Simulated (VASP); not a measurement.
# Mo in VASP: single point with PBE

Aim: the single point of Mo with PBE.

All numbers are computed with VASP 6.6.1; they aren't measurements. Logs are shortened: lines on timing, memory, paths and dates and some standing lists are left out, and cuts for length are marked.

## (1) The cell of the first run

The cell holds a slab with vacuum, 1 atom: a = 4.470 Å, b = 4.470 Å, c = 16.000 Å, α = 90.00°, β = 90.00°, γ = 120.00°.

## (2) Single point, PBE, non-collinear spin, zero start, spin-orbit coupling

The input, INCAR:

```
PREC = Accurate
ENCUT = 520
EDIFF = 1E-6
ISMEAR = -1
SIGMA = 0.1
LREAL = False
LASPH = True
NELM = 150
ALGO = Normal
ISIF = 2
LWAVE = False
LCHARG = True
MAGMOM = 0 0 0
LORBIT = 11
LSORBIT = True
GGA_COMPAT = False
LORBMOM = True
LMAXMIX = 4
LDIPOL = True
IDIPOL = 3
DIPOL = 0.5 0.5 0.500
GGA = PE
LVHAR = True
LVACPOTAV = True
NBANDS = 25
```

The input, KPOINTS:

```
Automatic mesh
0
Gamma
  10 10 1
```

The input, POSCAR:

```
Mo
1.0
    4.4701026544      0.0000000000      0.0000000000
   -2.2350513272      3.8712224563      0.0000000000
    0.0000000000      0.0000000000     16.0000000000
Mo
1
Direct
    0.0000000000      0.0000000000      0.5000000000
```

Potentials or basis: VASP PAW PBE potentials, release 64 (Mo_sv).

Command:

```
$ cat potpaw_PBE.64/Mo_sv/POTCAR > POTCAR
$ mpirun -np 1 vasp_ncl > vasp.out
```

OUTCAR:

```text
PREC = Accurate
   ENCUT = 520
   EDIFF = 1E-6
   ISMEAR = -1
   LREAL = False
   LASPH = True
   NELM = 150
   ISIF = 2
   LORBIT = 11
   LSORBIT = True
   GGA = PE

 ion  position               nearest neighbor table
   1  0.000  0.000  0.500-

  LATTYP: Found a hexagonal cell.
 ALAT       =     4.4701026544
 C/A-ratio  =     3.5793361444

  Lattice vectors:

 A1 = (   4.4701026544,   0.0000000000,   0.0000000000)
 A2 = (  -2.2350513272,   3.8712224563,   0.0000000000)
 A3 = (   0.0000000000,   0.0000000000,  16.0000000000)

Analysis of symmetry for initial positions (statically):
=====================================================================
 Subroutine PRICEL returns:
 Original cell was already a primitive cell.

 Routine SETGRP: Setting up the symmetry group for a
 hexagonal supercell.

 Subroutine GETGRP returns: Found 24 space group operations
 (whereof 24 operations were pure point group operations)
 out of a pool of 24 trial point group operations.

The static configuration has the point symmetry D_6h.

Analysis of symmetry for dynamics (positions and initial velocities):
=====================================================================
 Subroutine PRICEL returns:
 Original cell was already a primitive cell.

 Routine SETGRP: Setting up the symmetry group for a
 hexagonal supercell.

 Subroutine GETGRP returns: Found 24 space group operations
 (whereof 24 operations were pure point group operations)
 out of a pool of 24 trial point group operations.

The dynamic configuration has the point symmetry D_6h.

Analysis of structural, dynamic, and magnetic symmetry:
=====================================================================
 Subroutine PRICEL returns:
 Original cell was already a primitive cell.

 Routine SETGRP: Setting up the symmetry group for a
 hexagonal supercell.

 Subroutine GETGRP returns: Found 24 space group operations
 (whereof 24 operations were pure point group operations)
 out of a pool of 24 trial point group operations.

The overall configuration has the point symmetry D_6h.

 Subroutine INISYM returns: Found 24 space group operations
 (whereof 24 operations are pure point group operations),
 and found     1 'primitive' translations

----------------------------------------------------------------------------------------
[... 143 lines left out ...]
  band No.  band energies     occupation
      1     -64.1705      1.00000
      2     -64.1705      1.00000
      3     -39.8910      1.00000
      4     -39.8910      1.00000
      5     -37.4689      1.00000
      6     -37.4689      1.00000
[... 381 lines left out ...]
     24       0.3454      0.00000
     25       1.2503      0.00000

------------------------ aborting loop because EDIFF is reached ----------------------------------------

  FORCE on cell =-STRESS in cart. coord.  units (eV):
  Direction    XX          YY          ZZ          XY          YZ          ZX
  --------------------------------------------------------------------------------------
  -------------------------------------------------------------------------------------
  Total       -3.7865656     -3.7865656     -0.0062463      0.0000000      0.0000000     -0.0000000
  in kB      -21.9114168    -21.9114168     -0.0361448      0.0000000      0.0000000     -0.0000000
  external PRESSURE =     -14.6196595 kB  Pullay stress =       0.0000000 kB

 VOLUME and BASIS-vectors are now :
 -----------------------------------------------------------------------------
  energy-cutoff  :      520.00
  volume of cell :      276.88
      direct lattice vectors                 reciprocal lattice vectors
     4.470102654  0.000000000  0.000000000     0.223708509  0.129158168  0.000000000
    -2.235051327  3.871222456  0.000000000     0.000000000  0.258316336  0.000000000
     0.000000000  0.000000000 16.000000000     0.000000000  0.000000000  0.062500000

 POSITION                                       TOTAL-FORCE (eV/Angst)
 -----------------------------------------------------------------------------------
      0.00000      0.00000      8.00000         0.000000      0.000000      0.000000
 -----------------------------------------------------------------------------------
    total drift:                                0.000000     -0.000000      0.000000

  FREE ENERGIE OF THE ION-ELECTRON SYSTEM (eV)
  ---------------------------------------------------
  free  energy   TOTEN  =        -2.5031935490 eV

  energy  without entropy=       -2.0651244648  energy(sigma->0) =       -2.28415901

 vacuum level on the upper side and lower side of the slab         1.106         1.106

 orbital moment (x)

 # of ion     p       d       tot
 ----------------------------------------
  1         0.000  -0.000  -0.000
 ----------------------------------------
            0.000  -0.000  -0.000

 orbital moment (y)

 # of ion     p       d       tot
 ----------------------------------------
  1         0.000  -0.000  -0.000
 ----------------------------------------
            0.000  -0.000  -0.000

 orbital moment (z)

 # of ion     p       d       tot
 ----------------------------------------
  1         0.000   0.000   0.000
 ----------------------------------------
            0.000   0.000   0.000

 Spin-Orbit-Coupling matrix elements

 Ion:    1  E_soc:     -0.3636131
 l=   1
     0.0000000    -0.0299303    -0.0299618
    -0.0299303     0.0000000    -0.0299303
    -0.0299618    -0.0299303     0.0000000
 l=   2
     0.0000000    -0.0054491     0.0000000    -0.0054491    -0.0194543
    -0.0054491     0.0000000    -0.0218981    -0.0069373    -0.0054491
     0.0000000    -0.0218981     0.0000000    -0.0218981     0.0000000
    -0.0054491    -0.0069373    -0.0218981     0.0000000    -0.0054491
    -0.0194543    -0.0054491     0.0000000    -0.0054491     0.0000000
 l=   3
     0.0000000     0.0000000     0.0000000     0.0000000     0.0000000     0.0000000     0.0000000
     0.0000000     0.0000000     0.0000000     0.0000000     0.0000000     0.0000000     0.0000000
     0.0000000     0.0000000     0.0000000     0.0000000     0.0000000     0.0000000     0.0000000
     0.0000000     0.0000000     0.0000000     0.0000000     0.0000000     0.0000000     0.0000000
     0.0000000     0.0000000     0.0000000     0.0000000     0.0000000     0.0000000     0.0000000
     0.0000000     0.0000000     0.0000000     0.0000000     0.0000000     0.0000000     0.0000000
     0.0000000     0.0000000     0.0000000     0.0000000     0.0000000     0.0000000     0.0000000

 total charge

# of ion       s       p       d       tot
------------------------------------------
    1        2.226   5.958   3.792  11.975

 magnetization (x)

# of ion       s       p       d       tot
------------------------------------------
    1        0.000   0.000  -0.000   0.000

 magnetization (y)

# of ion       s       p       d       tot
------------------------------------------
    1       -0.000   0.000   0.000   0.000

 magnetization (z)

# of ion       s       p       d       tot
------------------------------------------
    1       -0.000   0.000   0.000  -0.000
```

stdout:

```text
POSCAR found type information on POSCAR Mo
 POSCAR found :  1 types and       1 ions
 scaLAPACK will be used
 LDA part: xc-table for (Slater+PW92), standard interpolation
 POSCAR, INCAR and KPOINTS ok, starting setup
 FFT: planning ... GRIDC
 FFT: planning ... GRID_SOFT
 FFT: planning ... GRID
 WAVECAR not read
 entering main loop
 -----------------------------------------------------------------------------
|                                                                             |
|           W    W    AA    RRRRR   N    N  II  N    N   GGGG   !!!           |
|           W    W   A  A   R    R  NN   N  II  NN   N  G    G  !!!           |
|           W    W  A    A  R    R  N N  N  II  N N  N  G       !!!           |
|           W WW W  AAAAAA  RRRRR   N  N N  II  N  N N  G  GGG   !            |
|           WW  WW  A    A  R   R   N   NN  II  N   NN  G    G                |
|           W    W  A    A  R    R  N    N  II  N    N   GGGG   !!!           |
|                                                                             |
|     Did not find any points to average over, which means that no vacuum     |
|     field-free region was found. Please increase the size of  your cell     |
|     in the dimension of the dipole correction to obtain accurate            |
|     workfunction values.                                                    |
|                                                                             |
 -----------------------------------------------------------------------------
```

Run time: 14 min. Hardware: 1 thread of Intel Xeon 8259CL, shared host; peak memory 0.99 GiB.

What came out:

- Free energy: -2.5032 eV
- Net moment: 0.00 μB per cell
- Valence electrons inside the program's atomic spheres: Mo 11.97

Moments on the atoms (μB; x, y, z):
```
Mo  0.00 0.00 0.00
```
